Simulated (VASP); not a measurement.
Runs of VASP 6.6.1 on Be2AlI. The structure is that of space group P6/mmm (No. 191), or close to it. The cells are those of the table. 

```tsv
task	cell	k mesh	cutoff (eV)	gap on the mesh (eV)	pressure (GPa)	relaxed volume (Å³/atom)
relaxation of cell and atoms	relaxed from a = 4.548, b = 4.548, c = 6.234 Å, angles 90.0, 90.0, 120.0°, 4 atoms	12 × 12 × 8	600	none	0.0	26.92
relaxation of cell and atoms	relaxed from a = 4.765, b = 4.765, c = 4.704 Å, angles 90.0, 90.0, 120.0°, 4 atoms	6 × 6 × 4	600	none	0.0	(a)
single point	a = 4.469, b = 4.469, c = 6.231 Å, angles 90.0, 90.0, 120.0°, 4 atoms	12 × 12 × 8	520	none	0.0	-
single point	a = 4.548, b = 4.548, c = 6.234 Å, angles 90.0, 90.0, 120.0°, 4 atoms	6 × 6 × 4	520	none	0.0	-
```

Alike in all rows: level PBE; potentials or basis VASP PAW PBE potentials, release 64 (Be, Al, I); no spin polarisation; smearing gaussian 0.1 eV.

Question: Estimate the missing entries.

Answer: (a) 27.92.

Caveats: spin-orbit coupling is left out, which moves the levels of the heavy elements; the volume moved by over 15 % at a fixed basis, so the end points are rough (some runs).

A k mesh can miss the band edges, and the runs leave out spin-orbit coupling on I.

A gap of «none» marks levels without a gap at the run's occupations.
